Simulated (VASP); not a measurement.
# Bi (P6/mmm) in VASP: a series of runs

Bi is run at these levels: PBE; tasks: relaxation of cell and atoms, single point.

Everything below comes from runs of VASP 6.6.1. Logs are shortened: lines on timing, memory, paths and dates and some standing lists are left out, and cuts for length are marked.

## (1) The cell of the first run

The structure is hexagonal, space group P6/mmm (No. 191). Conventional cell: a = 5.634 Å, b = 5.634 Å, c = 3.493 Å, α = 90.00°, β = 90.00°, γ = 120.00°. Bi (site symmetry 6/mmm) has 14 Bi at 3.49 to 3.69 Å within 4.6 Å. Bi (site symmetry -6m2) has 11 Bi at 3.25 to 3.69 Å within 4.3 Å.

This isn't the form of Bi at room conditions, which is rhombohedral.

## (2) Relaxation of cell and atoms, PBE

Contents of INCAR:

```
ALGO = Normal
EDIFF = 1E-7
EDIFFG = -0.005
ENCUT = 500
GGA = PE
GGA_COMPAT = False
IBRION = 2
ISIF = 3
ISMEAR = -1
LASPH = True
LCHARG = False
LREAL = False
LWAVE = False
NELM = 120
NELMIN = 4
NSW = 60
PREC = Accurate
SIGMA = 0.1
```

Contents of KPOINTS:

```
k-points
0
Gamma
  7 7 10
```

Contents of POSCAR:

```
Bi
1.0
    5.6335606032      0.0000000000      0.0000000000
   -2.8167803016      4.8788065961      0.0000000000
    0.0000000000      0.0000000000      3.4928075740
Bi
3
Direct
    0.0000000000      0.0000000000      0.0000000000
    0.3333333333      0.6666666667      0.5000000000
    0.6666666667      0.3333333333      0.5000000000
```

Potentials or basis: VASP PAW PBE potentials, release 64 (Bi_d).

The run is started by

```bash
> cat potpaw_PBE.64/Bi_d/POTCAR > POTCAR
> mpirun -np 1 vasp_std > vasp.out
```

OUTCAR:

```text
EDIFF = 1E-7
   EDIFFG = -0.005
   ENCUT = 500
   GGA = PE
   IBRION = 2
   ISIF = 3
   ISMEAR = -1
   LASPH = True
   LREAL = False
   NELM = 120
   NELMIN = 4
   NSW = 60
   PREC = Accurate

 ion  position               nearest neighbor table
   1  0.000  0.000  0.000-   2 3.69   3 3.69   2 3.69   3 3.69   2 3.69   2 3.69   3 3.69   3 3.69
                             3 3.69   3 3.69   2 3.69   2 3.69
   2  0.333  0.667  0.500-   3 3.25   3 3.25   3 3.25   1 3.69   1 3.69   1 3.69   1 3.69   1 3.69
                             1 3.69
   3  0.667  0.333  0.500-   2 3.25   2 3.25   2 3.25   1 3.69   1 3.69   1 3.69   1 3.69   1 3.69
                             1 3.69

  LATTYP: Found a hexagonal cell.
 ALAT       =     5.6335606032
 C/A-ratio  =     0.6200000000

  Lattice vectors:

 A1 = (   5.6335606032,   0.0000000000,   0.0000000000)
 A2 = (  -2.8167803016,   4.8788065961,   0.0000000000)
 A3 = (   0.0000000000,   0.0000000000,   3.4928075740)

Analysis of symmetry for initial positions (statically):
=====================================================================
 Subroutine PRICEL returns:
 Original cell was already a primitive cell.

 Routine SETGRP: Setting up the symmetry group for a
 hexagonal supercell.

 Subroutine GETGRP returns: Found 24 space group operations
 (whereof 24 operations were pure point group operations)
 out of a pool of 24 trial point group operations.

The static configuration has the point symmetry D_6h.

Analysis of symmetry for dynamics (positions and initial velocities):
=====================================================================
 Subroutine PRICEL returns:
 Original cell was already a primitive cell.

 Routine SETGRP: Setting up the symmetry group for a
 hexagonal supercell.

 Subroutine GETGRP returns: Found 24 space group operations
 (whereof 24 operations were pure point group operations)
 out of a pool of 24 trial point group operations.

The dynamic configuration has the point symmetry D_6h.

 Subroutine INISYM returns: Found 24 space group operations
 (whereof 24 operations are pure point group operations),
 and found     1 'primitive' translations

----------------------------------------------------------------------------------------

                                     Primitive cell

  volume of cell :      96.0000

  direct lattice vectors                    reciprocal lattice vectors
     5.633560603  0.000000000  0.000000000     0.177507632  0.102484079  0.000000000
    -2.816780302  4.878806596  0.000000000     0.000000000  0.204968158  0.000000000
     0.000000000  0.000000000  3.492807574     0.000000000  0.000000000  0.286302632

  length of vectors
     5.633560603  5.633560603  3.492807574     0.204968158  0.204968158  0.286302632

  position of ions in fractional coordinates (direct lattice)
     0.000000000  0.000000000  0.000000000
     0.333333333  0.666666667  0.500000000
     0.666666667  0.333333333  0.500000000

  ion indices of the primitive-cell ions
   primitive index   ion index
                 1           1
                 2           2
                 3           3

----------------------------------------------------------------------------------------

 KPOINTS: k-points

Automatic generation of k-mesh.
 Grid dimensions read from file:
 generate k-points for:    7    7   10

 Generating k-lattice:

  Cartesian coordinates                     Fractional coordinates (reciprocal lattice)
     0.025358233  0.014640583  0.000000000     0.142857143 -0.000000000  0.000000000
     0.000000000  0.029281165  0.000000000     0.000000000  0.142857143  0.000000000
     0.000000000  0.000000000  0.028630263     0.000000000  0.000000000  0.100000000

  Length of vectors
     0.029281165  0.029281165  0.028630263

  Shift w.r.t. Gamma in fractional coordinates (k-lattice)
     0.000000000  0.000000000  0.000000000

 Subroutine IBZKPT returns following result:
 ===========================================

 Found     48 irreducible k-points:

 Following reciprocal coordinates:
            Coordinates               Weight
  0.000000  0.000000  0.000000      1.000000
  0.142857 -0.000000  0.000000      6.000000
  0.285714 -0.000000  0.000000      6.000000
  0.428571 -0.000000  0.000000      6.000000
  0.142857  0.142857  0.000000      6.000000
  0.285714  0.142857  0.000000     12.000000
[... 16 lines left out ...]
  0.428571  0.142857  0.200000     12.000000
  0.285714  0.285714  0.200000     12.000000
 [... further k-points ...]
   k-points           NKPTS =     48   k-points in BZ     NKDIM =     48   number of bands    NBANDS=     27
   number of dos      NEDOS =    301   number of ions     NIONS =      3
   total plane-waves  NPLWV =  49392
   dimension x,y,z NGX =    42 NGY =   42 NGZ =   28
   dimension x,y,z NGXF=    84 NGYF=   84 NGZF=   56
   ions per type =               3
   NGX,Y,Z   is equivalent  to a cutoff of  12.39, 12.39, 13.33 a.u.
   NGXF,Y,Z  is equivalent  to a cutoff of  24.79, 24.79, 26.65 a.u.
 SYSTEM =  unknown system
   PREC   = accura    normal or accurate (medium, high low for compatibility)
   ISTART =      0    job   : 0-new  1-cont  2-samecut
   ICHARG =      2    charge: 1-file 2-atom 10-const
   ISPIN  =      1    spin polarized calculation?
   LNONCOLLINEAR =      F non collinear calculations
   LSORBIT =      F    spin-orbit coupling
   LASPH  =      T    aspherical Exc in radial PAW
   ENCUT  =  500.0 eV  36.75 Ry    6.06 a.u.  10.27 10.27  6.37*2*pi/ulx,y,z
   NELM   =    120;   NELMIN=  4; NELMDL= -5     # of ELM steps
   EDIFF  = 0.1E-06   stopping-criterion for ELM
   LREAL  =      F    real-space projection
   EDIFFG = -.5E-02   stopping-criterion for IOM
   NSW    =     60    number of steps for IOM
   IBRION =      2    ionic relax: 0-MD 1-quasi-New 2-CG
   NFREE  =      1    steps in history (QN), initial steepest desc. (CG)
   ISIF   =      3    stress and relaxation
   ISYM   =      2    0-nonsym 1-usesym 2-fastsym
   POTIM  = 0.5000    time-step for ionic-motion
   TEBEG  =    0.0;   TEEND  =   0.0 temperature during run
   PSTRESS=    0.0 pullay stress
   NELECT =      45.0000    total number of electrons
   NUPDOWN=      -1.0000    fix difference up-down
   EMIN   =  10.00;   EMAX   =-10.00  energy-range for DOS
   EFERMI =   0.00;   METHOD = LEGACY
   ISMEAR =    -1;   SIGMA  =   0.10  broadening in eV -4-tet -1-fermi 0-gaus
   EFERMI_NEDOS =   21; number of points for ismear=-14 and -15
   IALGO  =     38    algorithm
   IMIX   =      4    mixing-type and parameters
     AMIX     =   0.40;   BMIX     =  1.00
     AMIX_MAG =   1.60;   BMIX_MAG =  1.00
  volume/ion in A,a.u.               =      32.00       215.95
  Fermi-wavevector in a.u.,A,eV,Ry     =   1.271711  2.403186 22.004023  1.617250
  Thomas-Fermi vector in A             =   2.404630
   LORBIT       =      0    0 simple, 1 ext, 2 COOP (PROOUT), +10 PAW based schemes
   GGA     = PE    functional components
   LHFCALC =     F    Hartree Fock is set to
   AEXX    =    0.0000 exact exchange contribution
   IVDW    =     0    specifies the selected vdW correction
   LEPSILON=     F    determine dielectric tensor
   LRPA    =     F    only Hartree local field effects (RPA)
 conjugate gradient relaxation of ions
 non-spin polarized calculation
  energy-cutoff  :      500.00
  volume of cell :       96.00
 maximum number of plane-waves:      2458
 NGX is ok and might be reduce to    42
   NGX = 21   NGY = 21   NGZ = 13

--------------------------------------- Ionic step        1  -------------------------------------------

 number of electron      44.9999987 magnetization

 Free energy of the ion-electron system (eV)
  ---------------------------------------------------
  ext. energy  EPLUGINS =         0.00000000
  ---------------------------------------------------
  free energy    TOTEN  =       -11.24303956 eV

  energy without entropy =      -11.17234018  energy(sigma->0) =      -11.20768987

------------------------ aborting loop because EDIFF is reached ----------------------------------------

  FORCE on cell =-STRESS in cart. coord.  units (eV):
  Direction    XX          YY          ZZ          XY          YZ          ZX
  --------------------------------------------------------------------------------------
  -------------------------------------------------------------------------------------
  Total        0.4588699      0.4588699     -0.9074832     -0.0000000     -0.0000000      0.0000000
  in kB        7.6582386      7.6582386    -15.1453024     -0.0000000     -0.0000000      0.0000000
  external PRESSURE =       0.0570583 kB  Pullay stress =       0.0000000 kB
[... 281 lines left out ...]
  energy  without entropy=      -11.1937645116  energy(sigma->0) =      -11.23021310

--------------------------------------- Ionic step        9  -------------------------------------------

 number of electron      44.9999999 magnetization

 Free energy of the ion-electron system (eV)
  ---------------------------------------------------
  ext. energy  EPLUGINS =         0.00000000
  ---------------------------------------------------
  free energy    TOTEN  =       -11.26666740 eV

  energy without entropy =      -11.19374478  energy(sigma->0) =      -11.23020609

 E-fermi :   7.5453     XC(G=0): -10.1467

 val. band max:        7.5432666464   @ k =   0.1429   0.1429   0.3000
 cond. band min:       7.5493061782   @ k =   0.1429  -0.0000   0.5000
 fundamental gap:      0.0060395318
 Fermi energy:         7.5452797743

 k-point     1 :       0.0000    0.0000    0.0000
  band No.  band energies     occupation
      1     -15.5317      2.00000
      2     -15.4681      2.00000
      3     -15.4360      2.00000
      4     -15.4360      2.00000
      5     -15.4298      2.00000
      6     -15.3665      2.00000
[... 709 lines left out ...]
     26      10.0766      0.00000
     27      10.8294      0.00000

 [... further k-points ...]

------------------------ aborting loop because EDIFF is reached ----------------------------------------

  FORCE on cell =-STRESS in cart. coord.  units (eV):
  Direction    XX          YY          ZZ          XY          YZ          ZX
  --------------------------------------------------------------------------------------
  -------------------------------------------------------------------------------------
  Total        0.0031331      0.0031331     -0.0059044      0.0000000      0.0000000      0.0000000
  in kB        0.0522443      0.0522443     -0.0984553      0.0000000      0.0000000      0.0000000
  external PRESSURE =       0.0020111 kB  Pullay stress =       0.0000000 kB
[... 18 lines left out ...]
  FREE ENERGIE OF THE ION-ELECTRON SYSTEM (eV)
  ---------------------------------------------------
  free  energy   TOTEN  =       -11.2666674046 eV

  energy  without entropy=      -11.1937447758  energy(sigma->0) =      -11.23020609

 reached required accuracy - stopping structural energy minimisation
```

It took 13 min on 1 thread of Oxide Virtual Turin-like, shared host; peak memory 0.23 GiB.

Results:

- Free energy: -11.2667 eV
- Relaxed volume: 32.03 Å³/atom
- Relaxed cell: a = 5.720 Å, b = 5.720 Å, c = 3.391 Å, α = 90.00°, β = 90.00°, γ = 120.00°
- Space group after relaxing (to 0.1 Å): P6/mmm (No. 191)
- Energy gained by relaxing: 7.9 meV/atom
- Ionic steps: 9
- Pressure after relaxing: 0.0 GPa
- Band gap on the k mesh: zero (an odd number of electrons rules out a gap without spin polarisation)

Step by step:
| step | energy change (eV) | largest force (eV/Å) | pressure (GPa) | volume (Å³) |
| --- | --- | --- | --- | --- |
| 1 | 0.0000 | 0.0000 | 0.01 | 96.00 |
| 2 | -0.0169 | 0.0000 | -0.01 | 96.00 |
| 3 | -0.0235 | 0.0000 | 0.05 | 95.97 |
| 4 | -0.0236 | 0.0000 | 0.06 | 95.97 |
| 5 | -0.0236 | 0.0000 | 0.06 | 95.97 |
| 6 | -0.0236 | 0.0000 | -0.04 | 96.16 |
| 7 | -0.0236 | 0.0000 | 0.00 | 96.08 |
| 8 | -0.0236 | 0.0000 | 0.00 | 96.08 |
| 9 | -0.0236 | 0.0000 | 0.00 | 96.08 |

Final structure:
```yaml
crystal:
  lattice:
    - [5.71959, 0.00000, 0.00000]
    - [-2.85979, 4.95331, 0.00000]
    - [0.00000, 0.00000, 3.39147]
  atoms:
    - { symbol: Bi, position: [0.00000, 0.00000, 0.00000] }
    - { symbol: Bi, position: [0.33333, 0.66667, 0.50000] }
    - { symbol: Bi, position: [0.66667, 0.33333, 0.50000] }
```

Caveat: spin-orbit coupling is left out, which moves the levels of the heavy elements.

## (3) Single point, PBE, non-collinear spin, zero start, spin-orbit coupling

This run uses another cell than the first one, of 12.83 Å³/atom.

Contents of INCAR:

```
ALGO = Normal
EDIFF = 1E-6
ENCUT = 500
GGA = PE
GGA_COMPAT = False
ISIF = 2
ISMEAR = -1
LASPH = True
LCHARG = True
LNONCOLLINEAR = True
LORBIT = 11
LORBMOM = True
LREAL = False
LSORBIT = True
LVHAR = True
LWAVE = False
MAGMOM = 0 0 0 0 0 0 0 0 0
NBANDS = 58
NELM = 200
PREC = Accurate
SIGMA = 0.1
```

KPOINTS is that of step 2.

Contents of POSCAR:

```
Bi
1.0
    4.2080011706      0.0000000000      0.0000000000
   -2.1040005853      3.6442359129      0.0000000000
    0.0000000000      0.0000000000      2.5099801423
Bi
3
Direct
    0.0000000000      0.0000000000      0.0000000000
    0.3333333333      0.6666666667      0.5000000000
    0.6666666667      0.3333333333      0.5000000000
```

Potentials or basis: VASP PAW PBE potentials, release 64 (Bi_d).

The run is started by

```bash
> cat potpaw_PBE.64/Bi_d/POTCAR > POTCAR
> mpirun -np 1 vasp_ncl > vasp.out
```

It took 4.2 min on 1 thread of Oxide Virtual Turin-like, shared host; peak memory 0.27 GiB.

Results (log left out):

| Property | Result |
| --- | --- |
| Free energy | 16.3724 eV |
| Pressure | 395.0 GPa |
| Net moment | 0.00 μB per cell |
| Valence electrons inside the program's atomic spheres | Bi 14.18, 14.28 (each value once) |

Stress tensor (GPa, compression positive):
```
395.71   0.00   0.00
  0.00 395.71   0.00
  0.00   0.00 393.68
```

Moments on the atoms (μB; x, y, z):
```
Bi  0.00 0.00 0.00
Bi  0.00 0.00 0.00
Bi  0.00 0.00 0.00
```

Caveat: the cell stands under pressure.
